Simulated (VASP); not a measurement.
Set up this calculation in VASP 6.6.1, as the native input.

```yaml
Task: single point
Functional: LDA
Potentials_or_basis: VASP PAW LDA potentials, release 64 (Ti_sv, Zn)
Cutoff: 520 eV
k_mesh: 6 × 6 × 6
Occupations: gaussian, width 0.02 eV
Spin: no spin polarisation
Dipole_correction: no
Further_INCAR_settings: ALGO = Normal; EDIFF = 1e-06; NBANDS = 19
```

The structure of TiZn lies in POSCAR:

```
TiZn
1.0
    3.0635480912      0.0000000000      0.0000000000
    0.0000000000      3.0635480912      0.0000000000
    0.0000000000      0.0000000000      3.0635480912
Ti Zn
1 1
Direct
    0.5000000000      0.5000000000      0.5000000000
    0.0000000000      0.0000000000      0.0000000000
```

The input as run:

INCAR

```
SYSTEM = TiZn
PREC = Accurate ; ENCUT = 520
EDIFF = 1E-6 ; ISMEAR = 0
SIGMA = 0.02 ; LREAL = .FALSE.
LASPH = .TRUE. ; NELM = 100
ALGO = Normal ; ISIF = 2
LWAVE = .FALSE. ; LCHARG = .FALSE.
NBANDS = 19
```

KPOINTS

```
regular mesh
0
G
  6 6 6
  0 0 0
```

Potentials or basis: VASP PAW LDA potentials, release 64 (Ti_sv, Zn).

Command:

```console
$ cat potpaw_LDA.64/Ti_sv/POTCAR potpaw_LDA.64/Zn/POTCAR > POTCAR
$ mpirun -np 1 vasp_std > vasp.out
```

Results of the run:

The pressure is 0.5 GPa.

It took 4.6 s on 1 thread of Intel(R) Xeon(R) Platinum 8488C (Sapphire Rapids), with other jobs on the host, peak memory 0.13 GiB.
